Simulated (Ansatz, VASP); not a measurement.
**Two plane-wave programs on SiNi3**

File INCAR:

```
PREC = Accurate
ENCUT = 520
EDIFF = 1E-6
ISMEAR = -1
SIGMA = 0.05
LREAL = False
LASPH = True
NELM = 150
ALGO = Normal
ISIF = 2
LWAVE = False
LCHARG = True
ISPIN = 2
MAGMOM = 1.5 1.5 1.5 0
LORBIT = 11
NUPDOWN = 4.5
LMAXMIX = 4
GGA = PE
LELF = True
LVHAR = True
NBANDS = 29
```

The input KPOINTS:

```
regular mesh
0
Gamma
  6 6 6
```

POSCAR

```
SiNi3
1.0
    3.5420000000      0.0000000000      0.0000000000
    0.0000000000      3.5420000000      0.0000000000
    0.0000000000      0.0000000000      3.5420000000
Ni Si
3 1
Direct
    0.5000000000      0.5000000000      0.0000000000
    0.5000000000      0.0000000000      0.5000000000
    0.0000000000      0.5000000000      0.5000000000
    0.0000000000      0.0000000000      0.0000000000
```

Contents of input.yaml:

```yaml
crystal:
  lattice:
    - [3.542, 0.0, 0.0]
    - [0.0, 3.542, 0.0]
    - [0.0, 0.0, 3.542]
  atoms:
    - { symbol: Ni, position: [0.5, 0.5, 0.0], spin: 1.5 }
    - { symbol: Ni, position: [0.5, 0.0, 0.5], spin: 1.5 }
    - { symbol: Ni, position: [0.0, 0.5, 0.5], spin: 1.5 }
    - { symbol: Si, position: [0.0, 0.0, 0.0] }
hamiltonian:
  xc: pbe
  pseudopotentials: { kind: paw }
magnetization:
  spin_polarized: true
  initial_magnetization: 4.5
  spin_locking: { lock_magnetization: hard }
kpoints:
  mp_grid: { grid: [6, 6, 6] }
scf:
  occupations: { method: fermi_dirac, width: 0.05 }
  lower_state_search: "off"
output:
  forces: true
  stress: true
  eigenvalues: true
  write_density: true
  write_potential: true
  elf: true
  volumetric_format: npy
```

Alike in both runs: task single point; functional PBE; k mesh 6 × 6 × 6; occupations fermi-dirac, width 0.05 eV; collinear spin; fixed moment 4.5 μB.

|  | VASP | Ansatz |
| --- | --- | --- |
| version | VASP 6.6.1 | Ansatz 0.2.0 |
| potentials or method | VASP PAW PBE potentials, release 64 (Ni, Si) | Ansatz PAW |
| plane-wave cutoff (eV) | 520 | 420 |
| valence electrons in the cell | 34 | 58 |

Ansatz gave:

```
pressure (GPa)                                                : 12.2
net moment per atom (μB)                                      : 1.12
size of the moment on the site where the two differ most (μB) : 0.38
```

**Question.** Estimate VASP's values.

**Answer.** Pressure (GPa): 12.3; net moment per atom (μB): 1.12; size of the moment on the site where the two differ most (μB): 0.32.

Site moments also hang on the region over which each program counts them. The functional is the same, so the differences come from potentials, cutoffs and numerics. VASP's potentials hold 34 valence electrons a cell and Ansatz's 58, so a difference there can come from the potentials and not from the codes.
